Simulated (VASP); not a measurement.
# K (P6_3/mmc) in VASP: further runs

Runs on K. Level: r2SCAN. Tasks: single point.

Everything below comes from runs of VASP 6.6.1. Logs are shortened: lines on timing, memory, paths and dates and some standing lists are left out, and cuts for length are marked.

## (1) The cell of the first run

It takes space group P6_3/mmc (No. 194, hexagonal). Conventional cell: a = 4.765 Å, b = 4.765 Å, c = 15.563 Å, α = 90.00°, β = 90.00°, γ = 120.00°.

This isn't the form of K at room conditions, which is bcc.

## (2) Single point, r2SCAN (76.51 Å³/atom)

POSCAR

```
K
1.0
    4.7650716694      0.0000000000      0.0000000000
   -2.3825358347      4.1266731166      0.0000000000
    0.0000000000      0.0000000000     15.5625820360
K
4
Direct
    0.0000000000      0.0000000000      0.0000000000
    0.0000000000      0.0000000000      0.5000000000
    0.3333333333      0.6666666667      0.2500000000
    0.6666666667      0.3333333333      0.7500000000
```

INCAR.step1

```
PREC     = Accurate       # precision mode
ENCUT    = 520            # plane-wave cutoff, eV
ISMEAR   = -1             # smearing method
SIGMA    = 0.1            # smearing width, eV
LREAL    = F              # projectors in reciprocal space
LASPH    = T              # aspherical terms in the spheres
NELM     = 80             # most SCF steps
NBANDS   = 26             # bands
GGA      = PE             # functional
ALGO     = Normal         # electronic algorithm
EDIFF    = 1E-4           # SCF threshold, eV
LWAVE    = T              # write WAVECAR
LCHARG   = F              # write CHGCAR
```

INCAR.step2

```
PREC     = Accurate       # precision mode
ENCUT    = 520            # plane-wave cutoff, eV
EDIFF    = 1E-7           # SCF threshold, eV
ISMEAR   = -1             # smearing method
SIGMA    = 0.1            # smearing width, eV
LREAL    = F              # projectors in reciprocal space
LASPH    = T              # aspherical terms in the spheres
NELM     = 80             # most SCF steps
ALGO     = Normal         # electronic algorithm
ISIF     = 2              # what is computed and relaxed
LWAVE    = F              # write WAVECAR
LCHARG   = T              # write CHGCAR
METAGGA  = R2SCAN         # meta-GGA
LMIXTAU  = T            
LELF     = T              # ELF
LVHAR    = T            
NBANDS   = 26             # bands
ISTART   = 1
```

KPOINTS

```
Automatic mesh
0
Gamma
  9 9 3
```

Potentials or basis: VASP PAW PBE potentials, release 64 (K_sv).

Started as:

```
$ cat potpaw_PBE.64/K_sv/POTCAR > POTCAR
$ cp INCAR.step1 INCAR
$ mpirun -np 1 vasp_std > vasp.out
$ cp INCAR.step2 INCAR
$ mpirun -np 1 vasp_std > vasp.out
```

OUTCAR:

```text
PREC = Accurate
   ENCUT = 520
   EDIFF = 1E-7
   ISMEAR = -1
   LREAL = F
   LASPH = T
   NELM = 80
   ISIF = 2
   METAGGA = R2SCAN
   ISTART = 1

 ion  position               nearest neighbor table
   1  0.000  0.000  0.000-
   2  0.000  0.000  0.500-
   3  0.333  0.667  0.250-
   4  0.667  0.333  0.750-

  LATTYP: Found a hexagonal cell.
 ALAT       =     4.7650716694
 C/A-ratio  =     3.2659701922

  Lattice vectors:

 A1 = (   4.7650716694,   0.0000000000,   0.0000000000)
 A2 = (  -2.3825358347,   4.1266731166,   0.0000000000)
 A3 = (   0.0000000000,   0.0000000000,  15.5625820360)

Analysis of symmetry for initial positions (statically):
=====================================================================
 Subroutine PRICEL returns:
 Original cell was already a primitive cell.

 Routine SETGRP: Setting up the symmetry group for a
 hexagonal supercell.

 Subroutine GETGRP returns: Found 24 space group operations
 (whereof 12 operations were pure point group operations)
 out of a pool of 24 trial point group operations.

The static configuration has the point symmetry D_3d.
 The point group associated with its full space group is D_6h.

Analysis of symmetry for dynamics (positions and initial velocities):
=====================================================================
 Subroutine PRICEL returns:
 Original cell was already a primitive cell.

 Routine SETGRP: Setting up the symmetry group for a
 hexagonal supercell.

 Subroutine GETGRP returns: Found 24 space group operations
 (whereof 12 operations were pure point group operations)
 out of a pool of 24 trial point group operations.

The dynamic configuration has the point symmetry D_3d.
 The point group associated with its full space group is D_6h.

 Subroutine INISYM returns: Found 24 space group operations
 (whereof 12 operations are pure point group operations),
 and found     1 'primitive' translations

----------------------------------------------------------------------------------------

                                     Primitive cell

  volume of cell :     306.0210

  direct lattice vectors                    reciprocal lattice vectors
     4.765071669  0.000000000  0.000000000     0.209860432  0.121162977  0.000000000
    -2.382535835  4.126673117  0.000000000     0.000000000  0.242325954  0.000000000
     0.000000000  0.000000000 15.562582036     0.000000000  0.000000000  0.064256689

  length of vectors
     4.765071669  4.765071669 15.562582036     0.242325954  0.242325954  0.064256689

  position of ions in fractional coordinates (direct lattice)
     0.000000000  0.000000000  0.000000000
     0.000000000  0.000000000  0.500000000
     0.333333333  0.666666667  0.250000000
     0.666666667  0.333333333  0.750000000

  ion indices of the primitive-cell ions
   primitive index   ion index
                 1           1
                 2           2
                 3           3
                 4           4

----------------------------------------------------------------------------------------

 KPOINTS: Automatic mesh

Automatic generation of k-mesh.
 Grid dimensions read from file:
 generate k-points for:    9    9    3

 Generating k-lattice:

  Cartesian coordinates                     Fractional coordinates (reciprocal lattice)
     0.023317826  0.013462553  0.000000000     0.111111111  0.000000000  0.000000000
     0.000000000  0.026925106  0.000000000     0.000000000  0.111111111  0.000000000
     0.000000000  0.000000000  0.021418896     0.000000000  0.000000000  0.333333333

  Length of vectors
     0.026925106  0.026925106  0.021418896

  Shift w.r.t. Gamma in fractional coordinates (k-lattice)
     0.000000000  0.000000000  0.000000000

 Subroutine IBZKPT returns following result:
 ===========================================

 Found     24 irreducible k-points:

 Following reciprocal coordinates:
            Coordinates               Weight
  0.000000  0.000000  0.000000      1.000000
  0.111111  0.000000  0.000000      6.000000
  0.222222  0.000000  0.000000      6.000000
  0.333333  0.000000  0.000000      6.000000
  0.444444  0.000000  0.000000      6.000000
  0.111111  0.111111  0.000000      6.000000
[... 16 lines left out ...]
  0.333333  0.222222  0.333333     24.000000
  0.333333  0.333333  0.333333      4.000000
   k-points           NKPTS =     24   k-points in BZ     NKDIM =     24   number of bands    NBANDS=     26
   number of dos      NEDOS =    301   number of ions     NIONS =      4
   total plane-waves  NPLWV = 155520
   dimension x,y,z NGX =    36 NGY =   36 NGZ =  120
   dimension x,y,z NGXF=    72 NGYF=   72 NGZF=  240
   ions per type =               4
   NGX,Y,Z   is equivalent  to a cutoff of  12.56, 12.56, 12.82 a.u.
   NGXF,Y,Z  is equivalent  to a cutoff of  25.12, 25.12, 25.64 a.u.
 SYSTEM =  unknown system
   PREC   = accura    normal or accurate (medium, high low for compatibility)
   ISTART =      1    job   : 0-new  1-cont  2-samecut
   ICHARG =      0    charge: 1-file 2-atom 10-const
   ISPIN  =      1    spin polarized calculation?
   LNONCOLLINEAR =      F non collinear calculations
   LSORBIT =      F    spin-orbit coupling
   LASPH  =      T    aspherical Exc in radial PAW
   ENCUT  =  520.0 eV  38.22 Ry    6.18 a.u.   8.86  8.86 28.94*2*pi/ulx,y,z
   NELM   =     80;   NELMIN=  2; NELMDL=  0     # of ELM steps
   EDIFF  = 0.1E-06   stopping-criterion for ELM
   LREAL  =      F    real-space projection
   EDIFFG = 0.1E-05   stopping-criterion for IOM
   NSW    =      0    number of steps for IOM
   IBRION =     -1    ionic relax: 0-MD 1-quasi-New 2-CG
   NFREE  =      0    steps in history (QN), initial steepest desc. (CG)
   ISIF   =      2    stress and relaxation
   ISYM   =      2    0-nonsym 1-usesym 2-fastsym
   POTIM  = 0.5000    time-step for ionic-motion
   TEBEG  =    0.0;   TEEND  =   0.0 temperature during run
   PSTRESS=    0.0 pullay stress
   NELECT =      36.0000    total number of electrons
   NUPDOWN=      -1.0000    fix difference up-down
   EMIN   =  10.00;   EMAX   =-10.00  energy-range for DOS
   EFERMI =   0.00;   METHOD = LEGACY
   ISMEAR =    -1;   SIGMA  =   0.10  broadening in eV -4-tet -1-fermi 0-gaus
   EFERMI_NEDOS =   21; number of points for ismear=-14 and -15
   IALGO  =     38    algorithm
   IMIX   =      4    mixing-type and parameters
     AMIX     =   0.40;   BMIX     =  1.00
     AMIX_MAG =   1.60;   BMIX_MAG =  1.00
  volume/ion in A,a.u.               =      76.51       516.28
  Fermi-wavevector in a.u.,A,eV,Ry     =   0.802156  1.515854  8.754717  0.643454
  Thomas-Fermi vector in A             =   1.909779
   LORBIT       =      0    0 simple, 1 ext, 2 COOP (PROOUT), +10 PAW based schemes
   METAGGA = R2SCAN    functional components
   LHFCALC =     F    Hartree Fock is set to
   AEXX    =    0.0000 exact exchange contribution
   IVDW    =     0    specifies the selected vdW correction
   LEPSILON=     F    determine dielectric tensor
   LRPA    =     F    only Hartree local field effects (RPA)
 non-spin polarized calculation
  energy-cutoff  :      520.00
  volume of cell :      306.02
 maximum number of plane-waves:      8289
 NGX is ok and might be reduce to    36
   NGX = 17   NGY = 17   NGZ = 57

 number of electron      36.0000004 magnetization

 Free energy of the ion-electron system (eV)
  ---------------------------------------------------
  ext. energy  EPLUGINS =         0.00000000
  ---------------------------------------------------
  free energy    TOTEN  =       -24.09303616 eV

  energy without entropy =      -23.99279951  energy(sigma->0) =      -24.04291783

 E-fermi :  -0.1434     XC(G=0):  -5.8112

 val. band max:       -0.1468175134   @ k =   0.4444   0.0000   0.3333
 cond. band min:      -0.1288700396   @ k =   0.3333   0.1111   0.0000
 fundamental gap:      0.0179474739
 Fermi energy:        -0.1434279014

 k-point     1 :       0.0000    0.0000    0.0000
  band No.  band energies     occupation
      1     -33.8261      2.00000
      2     -33.8246      2.00000
      3     -33.8244      2.00000
      4     -33.8229      2.00000
      5     -16.5600      2.00000
      6     -16.5305      2.00000
[... 18 lines left out ...]
     25       4.2497      0.00000
     26       4.3554      0.00000

 k-point     2 :       0.1111    0.0000    0.0000
  band No.  band energies     occupation
      1     -33.8258      2.00000
      2     -33.8244      2.00000
      3     -33.8241      2.00000
      4     -33.8227      2.00000
      5     -16.5576      2.00000
      6     -16.5313      2.00000
[... 18 lines left out ...]
     25       3.9319      0.00000
     26       3.9463      0.00000

 k-point     3 :       0.2222    0.0000    0.0000
  band No.  band energies     occupation
      1     -33.8249      2.00000
      2     -33.8237      2.00000
      3     -33.8235      2.00000
      4     -33.8223      2.00000
      5     -16.5513      2.00000
      6     -16.5366      2.00000
[... 18 lines left out ...]
     25       3.1593      0.00000
     26       3.2056      0.00000

 k-point     4 :       0.3333    0.0000    0.0000
  band No.  band energies     occupation
      1     -33.8238      2.00000
      2     -33.8230      2.00000
      3     -33.8228      2.00000
      4     -33.8219      2.00000
      5     -16.5493      2.00000
      6     -16.5489      2.00000
[... 18 lines left out ...]
     25       2.8544      0.00000
     26       2.9218      0.00000
[... 496 lines left out ...]
      1     -33.8232      2.00000
      2     -33.8229      2.00000
      3     -33.8222      2.00000
      4     -33.8219      2.00000
      5     -16.5484      2.00000
      6     -16.5459      2.00000
[... 18 lines left out ...]
     25       2.3812      0.00000
     26       2.7242      0.00000

 k-point    23 :       0.3333    0.2222    0.3333
  band No.  band energies     occupation
      1     -33.8225      2.00000
      2     -33.8224      2.00000
      3     -33.8220      2.00000
      4     -33.8219      2.00000
      5     -16.5508      2.00000
      6     -16.5500      2.00000
[... 18 lines left out ...]
     25       2.0417      0.00000
     26       2.3032      0.00000

 k-point    24 :       0.3333    0.3333    0.3333
  band No.  band energies     occupation
      1     -33.8222      2.00000
      2     -33.8222      2.00000
      3     -33.8219      2.00000
      4     -33.8219      2.00000
      5     -16.5460      2.00000
      6     -16.5460      2.00000
[... 18 lines left out ...]
     25       1.9930      0.00000
     26       2.1000      0.00000

------------------------ aborting loop because EDIFF is reached ----------------------------------------

  FORCE on cell =-STRESS in cart. coord.  units (eV):
  Direction    XX          YY          ZZ          XY          YZ          ZX
  --------------------------------------------------------------------------------------
  -------------------------------------------------------------------------------------
  Total       -0.0297265     -0.0297265      0.0791214      0.0000000      0.0000000      0.0000000
  in kB       -0.1556337     -0.1556337      0.4142413      0.0000000      0.0000000      0.0000000
  external PRESSURE =       0.0343246 kB  Pullay stress =       0.0000000 kB

 VOLUME and BASIS-vectors are now :
 -----------------------------------------------------------------------------
  energy-cutoff  :      520.00
  volume of cell :      306.02
      direct lattice vectors                 reciprocal lattice vectors
     4.765071669  0.000000000  0.000000000     0.209860432  0.121162977  0.000000000
    -2.382535835  4.126673117  0.000000000     0.000000000  0.242325954  0.000000000
     0.000000000  0.000000000 15.562582036     0.000000000  0.000000000  0.064256689

 POSITION                                       TOTAL-FORCE (eV/Angst)
 -----------------------------------------------------------------------------------
      0.00000      0.00000      0.00000         0.000000     -0.000000      0.000000
      0.00000      0.00000      7.78129         0.000000     -0.000000      0.000000
     -0.00000      2.75112      3.89065         0.000000     -0.000000      0.000000
      2.38254      1.37556     11.67194        -0.000000      0.000000     -0.000000
 -----------------------------------------------------------------------------------
    total drift:                               -0.000000      0.000000      0.000000

  FREE ENERGIE OF THE ION-ELECTRON SYSTEM (eV)
  ---------------------------------------------------
  free  energy   TOTEN  =       -24.0930361586 eV

  energy  without entropy=      -23.9927995106  energy(sigma->0) =      -24.04291783
```

It took 11 min on 1 thread of Intel Xeon 6975P-C (Granite Rapids), shared host; peak memory 0.46 GiB.

Results:

```yaml
Free_energy: -24.0930 eV
Pressure: 0.0 GPa
Band_gap_on_the_k_mesh: zero (bands 18 and 19 overlap by 2.36 eV)
```

Caveat: the PAW data sets were made with another functional, which shifts forces and pressure a little.

## (3) Single point, r2SCAN (79.57 Å³/atom)

This run uses another cell than the first one, of 79.57 Å³/atom.

POSCAR

```
K
1.0
    4.8277771717      0.0000000000      0.0000000000
   -2.4138885859      4.1809776745      0.0000000000
    0.0000000000      0.0000000000     15.7673763375
K
4
Direct
    0.0000000000      0.0000000000      0.0000000000
    0.0000000000      0.0000000000      0.5000000000
    0.3333333333      0.6666666667      0.2500000000
    0.6666666667      0.3333333333      0.7500000000
```

INCAR.step1

```
SYSTEM = K
PREC = Accurate
ENCUT = 520
ISMEAR = -1
SIGMA = 0.1
LREAL = .False.
LASPH = .True.
NELM = 100
NBANDS = 26
GGA = PE
ALGO = Normal
EDIFF = 1E-4
LWAVE = .True.
LCHARG = .False.
```

INCAR.step2

```
SYSTEM = K
PREC = Accurate
ENCUT = 520
EDIFF = 1E-6
ISMEAR = -1
SIGMA = 0.1
LREAL = .False.
LASPH = .True.
NELM = 100
ALGO = Normal
ISIF = 2
LWAVE = .False.
LCHARG = .True.
METAGGA = R2SCAN
LMIXTAU = .True.
LELF = .True.
LVHAR = .True.
NBANDS = 26
ISTART = 1
```

KPOINTS

```
Automatic mesh
0
Gamma
  9 9 3
  0 0 0
```

Potentials or basis: VASP PAW PBE potentials, release 64 (K_sv).

Started as:

```
$ cat potpaw_PBE.64/K_sv/POTCAR > POTCAR
$ cp INCAR.step1 INCAR
$ mpirun -np 1 vasp_std > vasp.out
$ cp INCAR.step2 INCAR
$ mpirun -np 1 vasp_std > vasp.out
```

Run time: 7.5 min. Hardware: 1 thread of Intel Xeon 6975P-C (Granite Rapids), shared host; peak memory 0.48 GiB.

Results (log left out):

* Free energy: -24.0903 eV
* Pressure: -0.1 GPa
* Band gap on the k mesh: zero (bands 18 and 19 overlap by 2.32 eV)

Levels at points of the mesh, in eV from the Fermi level:
| k point | band 15 | band 16 | band 17 | band 18 | band 19 | band 20 | band 21 | band 22 |
| --- | --- | --- | --- | --- | --- | --- | --- | --- |
| (0.00, 0.00, 0.00) | -16.39 | -16.39 | -2.20 | -1.48 | -1.48 | 0.44 | 0.45 | 2.92 |

Caveat: the PAW data sets were made with another functional, which shifts forces and pressure a little.
